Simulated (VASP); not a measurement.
# MoS2 (R-3m) in VASP: single point with PBEsol+D3(BJ)

Aim: the single point of MoS2 with PBEsol+D3(BJ).

Program: VASP 6.6.1. These are calculated values, not measurements. Logs are shortened: lines on timing, memory, paths and dates and some standing lists are left out, and cuts for length are marked.

## Step 1: The cell of the first run

Symmetry: R-3m, No. 166, trigonal system. The conventional cell has a = 3.080 Å, b = 3.080 Å, c = 17.391 Å, α = 90.00°, β = 90.00°, γ = 120.00°. Within 3.2 Å of Mo (site symmetry -3m) lie 6 S at 2.40 Å and 6 Mo at 3.08 Å. S (site symmetry 3m) has 3 Mo at 2.40 Å and 9 S at 3.08 to 3.13 Å within 3.2 Å.

## Step 2: Single point, PBEsol+D3(BJ)

INCAR

```
SYSTEM = MoS2
ALGO = Normal
EDIFF = 1E-6
ENCUT = 520
GGA = PS
ISIF = 2
ISMEAR = 0
IVDW = 12
LASPH = .TRUE.
LCHARG = .FALSE.
LREAL = .FALSE.
LWAVE = .FALSE.
NBANDS = 20
NELM = 100
PREC = Accurate
SIGMA = 0.15
```

KPOINTS

```
k-points
0
G
  15 15 15
  0 0 0
```

POSCAR

```
MoS2
1.0
    1.5399048573      0.8890644839      5.7970502989
   -1.5399048573      0.8890644839      5.7970502989
    0.0000000000     -1.7781289678      5.7970502989
Mo S
1 2
Direct
    0.0000000000      0.0000000000      0.0000000000
    0.7592277683      0.7592277683      0.7592277683
    0.2407722317      0.2407722317      0.2407722317
```

Potentials or basis: VASP PAW PBE potentials, release 64 (Mo_sv, S).

On the command line:

```bash
cat potpaw_PBE.64/Mo_sv/POTCAR potpaw_PBE.64/S/POTCAR > POTCAR
mpirun -np 1 vasp_std > vasp.out
```

OUTCAR:

```text
SYSTEM = MoS2
   EDIFF = 1E-6
   ENCUT = 520
   GGA = PS
   ISIF = 2
   ISMEAR = 0
   IVDW = 12
   LASPH = .TRUE.
   LREAL = .FALSE.
   NELM = 100
   PREC = Accurate
 IVDW          = 12

 ion  position               nearest neighbor table
   1  0.000  0.000  0.000-   2 2.40   2 2.40   3 2.40   3 2.40   2 2.40   3 2.40
   2  0.759  0.759  0.759-   1 2.40   1 2.40   1 2.40
   3  0.241  0.241  0.241-   1 2.40   1 2.40   1 2.40

  LATTYP: Found a trigonal (rhomboedric) cell.
 ALAT       =     6.0636238995
 COS(alpha) =     0.8710108261

  Lattice vectors:

 A1 = (   1.5399048573,   0.8890644839,   5.7970502989)
 A2 = (  -1.5399048573,   0.8890644839,   5.7970502989)
 A3 = (   0.0000000000,  -1.7781289678,   5.7970502989)

Analysis of symmetry for initial positions (statically):
=====================================================================
 Subroutine PRICEL returns:
 Original cell was already a primitive cell.

 Routine SETGRP: Setting up the symmetry group for a
 trigonal (rhombohedral) supercell.

 Subroutine GETGRP returns: Found 12 space group operations
 (whereof 12 operations were pure point group operations)
 out of a pool of 12 trial point group operations.

The static configuration has the point symmetry D_3d.

Analysis of symmetry for dynamics (positions and initial velocities):
=====================================================================
 Subroutine PRICEL returns:
 Original cell was already a primitive cell.

 Routine SETGRP: Setting up the symmetry group for a
 trigonal (rhombohedral) supercell.

 Subroutine GETGRP returns: Found 12 space group operations
 (whereof 12 operations were pure point group operations)
 out of a pool of 12 trial point group operations.

The dynamic configuration has the point symmetry D_3d.

 Subroutine INISYM returns: Found 12 space group operations
 (whereof 12 operations are pure point group operations),
 and found     1 'primitive' translations

----------------------------------------------------------------------------------------

                                     Primitive cell

  volume of cell :      47.6196

  direct lattice vectors                    reciprocal lattice vectors
     1.539904857  0.889064484  5.797050299     0.324695385  0.187462968  0.057500507
    -1.539904857  0.889064484  5.797050299    -0.324695385  0.187462968  0.057500507
     0.000000000 -1.778128968  5.797050299     0.000000000 -0.374925935  0.057500507

  length of vectors
     6.063623899  6.063623899  6.063623899     0.379309591  0.379309591  0.379309591

  position of ions in fractional coordinates (direct lattice)
     0.000000000  0.000000000  0.000000000
     0.759227768  0.759227768  0.759227768
     0.240772232  0.240772232  0.240772232

  ion indices of the primitive-cell ions
   primitive index   ion index
                 1           1
                 2           2
                 3           3

----------------------------------------------------------------------------------------

 KPOINTS: k-points

Automatic generation of k-mesh.
 Grid dimensions read from file:
 generate k-points for:   15   15   15

 Generating k-lattice:

  Cartesian coordinates                     Fractional coordinates (reciprocal lattice)
     0.021646359  0.012497531  0.003833367     0.066666667  0.000000000  0.000000000
    -0.021646359  0.012497531  0.003833367     0.000000000  0.066666667  0.000000000
     0.000000000 -0.024995062  0.003833367     0.000000000  0.000000000  0.066666667

  Length of vectors
     0.025287306  0.025287306  0.025287306

  Shift w.r.t. Gamma in fractional coordinates (k-lattice)
     0.000000000  0.000000000  0.000000000

 Subroutine IBZKPT returns following result:
 ===========================================

 Found    344 irreducible k-points:

 Following reciprocal coordinates:
            Coordinates               Weight
  0.000000  0.000000  0.000000      1.000000
  0.066667  0.000000  0.000000      6.000000
  0.133333  0.000000  0.000000      6.000000
  0.200000  0.000000  0.000000      6.000000
  0.266667  0.000000  0.000000      6.000000
  0.333333  0.000000  0.000000      6.000000
[... 16 lines left out ...]
  0.133333  0.133333  0.000000      6.000000
  0.200000  0.133333  0.000000     12.000000
 [... further k-points ...]
   k-points           NKPTS =    344   k-points in BZ     NKDIM =    344   number of bands    NBANDS=     20
   number of dos      NEDOS =    301   number of ions     NIONS =      3
   total plane-waves  NPLWV = 110592
   dimension x,y,z NGX =    48 NGY =   48 NGZ =   48
   dimension x,y,z NGXF=    96 NGYF=   96 NGZF=   96
   ions per type =               1   2
   NGX,Y,Z   is equivalent  to a cutoff of  13.16, 13.16, 13.16 a.u.
   NGXF,Y,Z  is equivalent  to a cutoff of  26.32, 26.32, 26.32 a.u.
 SYSTEM =  MoS2
   PREC   = accura    normal or accurate (medium, high low for compatibility)
   ISTART =      0    job   : 0-new  1-cont  2-samecut
   ICHARG =      2    charge: 1-file 2-atom 10-const
   ISPIN  =      1    spin polarized calculation?
   LNONCOLLINEAR =      F non collinear calculations
   LSORBIT =      F    spin-orbit coupling
   LASPH  =      T    aspherical Exc in radial PAW
   ENCUT  =  520.0 eV  38.22 Ry    6.18 a.u.  11.27 11.27 11.27*2*pi/ulx,y,z
   NELM   =    100;   NELMIN=  2; NELMDL= -5     # of ELM steps
   EDIFF  = 0.1E-05   stopping-criterion for ELM
   LREAL  =      F    real-space projection
   EDIFFG = 0.1E-04   stopping-criterion for IOM
   NSW    =      0    number of steps for IOM
   IBRION =     -1    ionic relax: 0-MD 1-quasi-New 2-CG
   NFREE  =      0    steps in history (QN), initial steepest desc. (CG)
   ISIF   =      2    stress and relaxation
   ISYM   =      2    0-nonsym 1-usesym 2-fastsym
   POTIM  = 0.5000    time-step for ionic-motion
   TEBEG  =    0.0;   TEEND  =   0.0 temperature during run
   PSTRESS=    0.0 pullay stress
   NELECT =      26.0000    total number of electrons
   NUPDOWN=      -1.0000    fix difference up-down
   EMIN   =  10.00;   EMAX   =-10.00  energy-range for DOS
   EFERMI =   0.00;   METHOD = LEGACY
   ISMEAR =     0;   SIGMA  =   0.15  broadening in eV -4-tet -1-fermi 0-gaus
   EFERMI_NEDOS =   21; number of points for ismear=-14 and -15
   IALGO  =     38    algorithm
   IMIX   =      4    mixing-type and parameters
     AMIX     =   0.40;   BMIX     =  1.00
     AMIX_MAG =   1.60;   BMIX_MAG =  1.00
  volume/ion in A,a.u.               =      15.87       107.12
  Fermi-wavevector in a.u.,A,eV,Ry     =   1.338045  2.528539 24.359395  1.790365
  Thomas-Fermi vector in A             =   2.466546
   LORBIT       =      0    0 simple, 1 ext, 2 COOP (PROOUT), +10 PAW based schemes
   GGA     = PS    functional components
   LHFCALC =     F    Hartree Fock is set to
   AEXX    =    0.0000 exact exchange contribution
   IVDW    =    12    specifies the selected vdW correction
   LEPSILON=     F    determine dielectric tensor
   LRPA    =     F    only Hartree local field effects (RPA)
 non-spin polarized calculation
 Gauss-broadening in eV      SIGMA  =   0.15
  energy-cutoff  :      520.00
  volume of cell :       47.62
 maximum number of plane-waves:      1298
 NGX is ok and might be reduce to    48
   NGX = 23   NGY = 23   NGZ = 23

 number of electron      26.0000000 magnetization

 Free energy of the ion-electron system (eV)
  ---------------------------------------------------
  ext. energy  EPLUGINS =         0.00000000
  ---------------------------------------------------
  free energy    TOTEN  =       -22.60159795 eV

  energy without entropy =      -22.59328320  energy(sigma->0) =      -22.59744058

 E-fermi :   9.1365     XC(G=0): -11.7540

 val. band max:        9.1364448556   @ k =   0.4667   0.4667   0.4667
 cond. band min:       9.1379719250   @ k =  -0.4000   0.2667  -0.0000
 fundamental gap:      0.0015270694
 Fermi energy:         9.1365410593

 k-point     1 :       0.0000    0.0000    0.0000
  band No.  band energies     occupation
      1     -52.3591      2.00000
      2     -26.5394      2.00000
      3     -26.2947      2.00000
      4     -26.2947      2.00000
      5      -6.4358      2.00000
      6      -4.3941      2.00000
[... 12 lines left out ...]
     19      16.5717      0.00000
     20      18.8534      0.00000

 k-point     2 :       0.0667    0.0000    0.0000
  band No.  band energies     occupation
      1     -52.3566      2.00000
      2     -26.5348      2.00000
      3     -26.3177      2.00000
      4     -26.2999      2.00000
      5      -6.3550      2.00000
      6      -4.3765      2.00000
[... 12 lines left out ...]
     19      16.8370      0.00000
     20      18.4933      0.00000

 k-point     3 :       0.1333    0.0000    0.0000
  band No.  band energies     occupation
      1     -52.3495      2.00000
      2     -26.5219      2.00000
      3     -26.3824      2.00000
      4     -26.3145      2.00000
      5      -6.1196      2.00000
      6      -4.3228      2.00000
[... 12 lines left out ...]
     19      17.2607      0.00000
     20      18.3241      0.00000

 k-point     4 :       0.2000    0.0000    0.0000
  band No.  band energies     occupation
      1     -52.3391      2.00000
      2     -26.5033      2.00000
      3     -26.4762      2.00000
      4     -26.3361      2.00000
      5      -5.7522      2.00000
      6      -4.2296      2.00000
[... 12 lines left out ...]
     19      17.4574      0.00000
     20      18.9233      0.00000

 k-point     5 :       0.2667    0.0000    0.0000
  band No.  band energies     occupation
      1     -52.3271      2.00000
      2     -26.5836      2.00000
      3     -26.4805      2.00000
      4     -26.3607      2.00000
      5      -5.2996      2.00000
      6      -4.0872      2.00000
[... 12 lines left out ...]
     19      17.0098      0.00000
     20      19.4857      0.00000

 k-point     6 :       0.3333    0.0000    0.0000
  band No.  band energies     occupation
      1     -52.3156      2.00000
      2     -26.6840      2.00000
      3     -26.4594      2.00000
      4     -26.3841      2.00000
      5      -4.8535      2.00000
      6      -3.8680      2.00000
[... 12 lines left out ...]
     19      16.5301      0.00000
     20      18.0955      0.00000

 k-point     7 :       0.4000    0.0000    0.0000
  band No.  band energies     occupation
      1     -52.3065      2.00000
      2     -26.7616      2.00000
      3     -26.4429      2.00000
      4     -26.4024      2.00000
      5      -4.5410      2.00000
      6      -3.5545      2.00000
[... 12 lines left out ...]
     19      16.2629      0.00000
     20      17.0294      0.00000
[... 277 lines left out ...]
 k-point    20 :      -0.2000    0.0667    0.0000
  band No.  band energies     occupation
      1     -52.3318      2.00000
      2     -26.5362      2.00000
      3     -26.4893      2.00000
      4     -26.3565      2.00000
      5      -5.4845      2.00000
      6      -4.1490      2.00000
[... 12 lines left out ...]
     19      17.2445      0.00000
     20      19.2337      0.00000

 k-point    21 :      -0.1333    0.0667   -0.0000
  band No.  band energies     occupation
      1     -52.3431      2.00000
      2     -26.5101      2.00000
      3     -26.4382      2.00000
      4     -26.3307      2.00000
      5      -5.9011      2.00000
      6      -4.2574      2.00000
[... 12 lines left out ...]
     19      17.4120      0.00000
     20      18.4035      0.00000

 k-point    22 :      -0.0667    0.0667    0.0000
  band No.  band energies     occupation
      1     -52.3518      2.00000
      2     -26.5261      2.00000
      3     -26.3608      2.00000
      4     -26.3106      2.00000
      5      -6.2013      2.00000
      6      -4.3325      2.00000
[... 12 lines left out ...]
     19      17.1474      0.00000
     20      18.1972      0.00000

 k-point    23 :       0.1333    0.1333    0.0000
  band No.  band energies     occupation
      1     -52.3495      2.00000
      2     -26.5219      2.00000
      3     -26.3824      2.00000
      4     -26.3145      2.00000
      5      -6.0960      2.00000
      6      -4.3665      2.00000
[... 12 lines left out ...]
     19      17.3184      0.00000
     20      18.2830      0.00000

 k-point    24 :       0.2000    0.1333    0.0000
  band No.  band energies     occupation
      1     -52.3431      2.00000
      2     -26.5102      2.00000
      3     -26.4382      2.00000
      4     -26.3307      2.00000
      5      -5.8587      2.00000
      6      -4.3296      2.00000
[... 12 lines left out ...]
     19      17.3673      0.00000
     20      18.4210      0.00000

 [... further k-points ...]

------------------------ aborting loop because EDIFF is reached ----------------------------------------

 Edisp (eV)   -1.24453

 E8    (eV) :    -0.7822

  FORCE on cell =-STRESS in cart. coord.  units (eV):
  Direction    XX          YY          ZZ          XY          YZ          ZX
  --------------------------------------------------------------------------------------
  -------------------------------------------------------------------------------------
  Total       0.00868     0.00868     0.01489     0.00000     0.00000     0.00000
  in kB       0.29196     0.29196     0.50096     0.00000     0.00000     0.00000
  external pressure =        0.36 kB  Pullay stress =        0.00 kB

 VOLUME and BASIS-vectors are now :
 -----------------------------------------------------------------------------
  energy-cutoff  :      520.00
  volume of cell :       47.62
      direct lattice vectors                 reciprocal lattice vectors
     1.539904857  0.889064484  5.797050299     0.324695385  0.187462968  0.057500507
    -1.539904857  0.889064484  5.797050299    -0.324695385  0.187462968  0.057500507
     0.000000000 -1.778128968  5.797050299     0.000000000 -0.374925935  0.057500507

 POSITION                                       TOTAL-FORCE (eV/Angst)
 -----------------------------------------------------------------------------------
      0.00000      0.00000      0.00000         0.000000      0.000000      0.000000
      0.00000      0.00000     13.20384         0.000000      0.000000     -0.005060
      0.00000      0.00000      4.18731         0.000000     -0.000000      0.005060
 -----------------------------------------------------------------------------------
    total drift:                               -0.000000      0.000000      0.000000

  FREE ENERGIE OF THE ION-ELECTRON SYSTEM (eV)
  ---------------------------------------------------
  free  energy   TOTEN  =       -23.8461263377 eV

  energy  without entropy=      -23.8378115832  energy(sigma->0) =      -23.84196896
```

Run time: 7.5 min. Hardware: 1 thread of Intel Xeon 6975P-C (Granite Rapids), shared host; peak memory 0.53 GiB.

What came out:

| Quantity | Value |
| --- | --- |
| Free energy | -23.8461 eV |
| Pressure | 0.0 GPa |
| Largest force | 0.005 eV/Å |
| Band gap on the k mesh | zero (band 13 reaches 9.38 eV, above the bottom of band 14 at 8.91 eV) |
| Dispersion energy per atom | -0.415 eV |

Forces on the atoms (eV/Å):
```
Mo   0.000  0.000  0.000
S    0.000  0.000 -0.005
S    0.000  0.000  0.005
```

Levels at points of the mesh, in eV from the Fermi level:
| k point | band 10 | band 11 | band 12 | band 13 | band 14 | band 15 | band 16 | band 17 |
| --- | --- | --- | --- | --- | --- | --- | --- | --- |
| (0.00, 0.00, 0.00) | -1.81 | -1.14 | -0.75 | -0.75 | 0.30 | 0.30 | 3.28 | 3.28 |

Caveat: the PAW data sets were made with another functional, which shifts forces and pressure a little; pairwise dispersion overbinds metals, which lowers pressure and volume.
